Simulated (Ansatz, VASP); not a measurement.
# MnAl5 in VASP and in Ansatz

INCAR

```
SYSTEM = MnAl5
PREC = Accurate
ENCUT = 520
EDIFF = 1E-6
ISMEAR = 0
SIGMA = 0.1
LREAL = .FALSE.
LASPH = .TRUE.
NELM = 150
ALGO = Fast
ISIF = 2
LWAVE = .FALSE.
LCHARG = .TRUE.
ISPIN = 2
MAGMOM = 4 0 0 0 0 0
LORBIT = 11
LMAXMIX = 4
GGA = PE
LELF = .TRUE.
LVHAR = .TRUE.
NBANDS = 27
```

File KPOINTS:

```
regular mesh
0
G
  6 6 4
  0 0 0
```

File POSCAR:

```
MnAl5
1.0
    4.3128701800      0.0000000000      0.0000000000
   -2.1564350900      3.7350551400      0.0000000000
    0.0000000000      0.0000000000      5.8545089600
Mn Al
1 5
Direct
    0.0000000000      0.0000000000      0.5000000000
    0.6666666700      0.3333333300      0.7959949400
    0.0000000000      0.0000000000      0.0000000000
    0.6666666700      0.3333333300      0.2040050600
    0.3333333300      0.6666666700      0.2040050600
    0.3333333300      0.6666666700      0.7959949400
```

Input for Ansatz:

```yaml
crystal:
  lattice:
    - [4.31287018, 0.0, 0.0]
    - [-2.15643509, 3.73505514, 0.0]
    - [0.0, 0.0, 5.85450896]
  atoms:
    - { symbol: Mn, position: [0.0, 0.0, 0.5], spin: 4.0 }
    - { symbol: Al, position: [0.66666667, 0.33333333, 0.79599494] }
    - { symbol: Al, position: [0.0, 0.0, 0.0] }
    - { symbol: Al, position: [0.66666667, 0.33333333, 0.20400506] }
    - { symbol: Al, position: [0.33333333, 0.66666667, 0.20400506] }
    - { symbol: Al, position: [0.33333333, 0.66666667, 0.79599494] }
basis:
  ecutwfc: 420
kpoints:
  mp_grid: { grid: [6, 6, 4] }
hamiltonian:
  xc: pbe
scf:
  occupations: { method: gaussian, width: 0.1 }
  lower_state_search: "off"
output:
  forces: true
  stress: true
  eigenvalues: true
  populations: true
magnetization:
  spin_polarized: true
```

Change from the starting cell: species swapped into the BaSn5 type (P6/mmm, No. 191).

Alike in both runs: task single point; functional PBE; k mesh 6 × 6 × 4; occupations gaussian, width 0.1 eV; collinear spin.

```csv
,VASP,Ansatz
version,VASP 6.6.1,Ansatz 0.2.0
potentials or method,"VASP PAW PBE potentials, release 64 (Mn_pv, Al), cutoff 520 eV","scalar-relativistic, plane waves, PAW"
valence electrons in the cell,28,30
```

Ansatz gave:

- gap on the k mesh at the Fermi level (eV): none
- pressure (GPa): 10.6
- traceless stress, the component that is largest in VASP (GPa): -5.32
- rms of the force components (eV/Å): 1.207
- net moment per atom (μB): 0.58
- size of the moment on the site where the two differ most (μB): 3.66

Which values does VASP return?

gap on the k mesh at the Fermi level (eV): none; pressure (GPa): 10.7; traceless stress, the component that is largest in VASP (GPa): -5.28; rms of the force components (eV/Å): 1.207; net moment per atom (μB): 0.58; size of the moment on the site where the two differ most (μB): 3.58.

Site moments also hang on the region over which each program counts them. Atom by atom the forces differ by 0.001 eV/Å (rms over components). A gap of «none» marks a metal or a gap that the smearing closes. VASP's potentials hold 28 valence electrons a cell and Ansatz's 30, so a difference there can come from the potentials and not from the codes.
